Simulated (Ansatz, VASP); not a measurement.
**ZrB2 in VASP and in Ansatz**

```xyz
3
Lattice="3.0386 0.0000 0.0000 -1.5193 2.6315 0.0000 0.0000 0.0000 3.4889" Properties=species:S:1:pos:R:3 pbc="T T T"
Zr    0.0000    0.0000    0.0000
B     0.0000    1.7543    1.7445
B     1.5193    0.8772    1.7445
```

Alike in both runs: task single point; functional LDA; k mesh 15 × 15 × 12; occupations gaussian, width 0.15 eV; no spin polarisation.

|  | VASP | Ansatz |
| --- | --- | --- |
| version | VASP 6.6.1 | Ansatz 0.2.0 |
| potentials or method | VASP PAW LDA potentials, release 64 (Zr_sv, B), cutoff 520 eV | scalar-relativistic, plane waves, PAW |
| valence electrons in the cell | 18 | 18 |

Ansatz gave:

```
gap on the k mesh at the Fermi level (eV)                     : none
pressure (GPa)                                                : 18.3
traceless stress, the component that is largest in VASP (GPa) : -8.80
```

Problem. Which values does VASP return?

Solution. gap on the k mesh at the Fermi level (eV): none; pressure (GPa): 19.0; traceless stress, the component that is largest in VASP (GPa): -8.74.

LDA's correlation is that of Perdew and Zunger in VASP and of Perdew and Wang (1992) in Ansatz. A gap of «none» marks a metal or a gap that the smearing closes.
